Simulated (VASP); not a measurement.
CoSi, 8 atoms in the cell. Symmetry: P2_13, No. 198, cubic system. Conventional cell: a = 4.383 Å, b = 4.383 Å, c = 4.383 Å, α = 90.00°, β = 90.00°, γ = 90.00°. Within 3.0 Å of Co (site symmetry 3) lie 7 Si at 2.30 to 2.40 Å and 6 Co at 2.70 Å. Within 3.0 Å of Si (site symmetry 3) lie 7 Co at 2.30 to 2.40 Å and 6 Si at 2.71 Å. 

```yaml
Program: VASP 6.6.1
Task: single point
Functional: PBE
Potentials_or_basis: VASP PAW PBE potentials, release 64 (Co, Si)
Cutoff: 520 eV
k_mesh: 4 × 4 × 4
Occupations: gaussian, width 0.1 eV
Spin: no spin polarisation
Dipole_correction: no
Further_INCAR_settings: ALGO = Normal; EDIFF = 1e-07; NBANDS = 36
```

Potentials or basis: VASP PAW PBE potentials, release 64 (Co, Si).

The run is started by

```sh
$ cat potpaw_PBE.64/Co/POTCAR potpaw_PBE.64/Si/POTCAR > POTCAR
$ mpirun -np 1 vasp_std > vasp.out
```

Hardware: 1 thread of AMD EPYC 9R45 96-Core Processor (Zen 5), on a shared host.

Task: Estimate the wall time of this run.

Result: Wall time 28 s on 1 thread of AMD EPYC 9R45 96-Core Processor (Zen 5), on a shared host, peak memory 0.17 GiB. Counts: scf iterations 16, k points 11.
